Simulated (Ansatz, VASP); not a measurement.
## BP: VASP beside Ansatz

```xyz
2
Lattice="0.0000 2.2589 2.2589 2.2589 0.0000 2.2589 2.2589 2.2589 0.0000" Properties=species:S:1:pos:R:3 pbc="T T T"
B     0.0000    0.0000    0.0000
P     3.3884    3.3884    3.3884
```

Alike in both runs: task single point; functional PBE; k mesh 12 × 12 × 12; occupations gaussian, width 0.05 eV; no spin polarisation.

|  | VASP | Ansatz |
| --- | --- | --- |
| version | VASP 6.6.1 | Ansatz 0.2.0 |
| potentials or method | VASP PAW PBE potentials, release 64 (B, P), cutoff 520 eV | scalar-relativistic, plane waves, PAW |
| valence electrons in the cell | 8 | 8 |

VASP gave:

```
gap on the k mesh at the Fermi level (eV) : 1.22
least direct gap on the mesh (eV)         : 3.42
pressure (GPa)                            : 3.1
```

Task: Which values does Ansatz return?

Result: gap on the k mesh at the Fermi level (eV): 1.22; least direct gap on the mesh (eV): 3.42; pressure (GPa): 3.4.

The functional is the same, so the differences come from potentials, cutoffs and numerics.
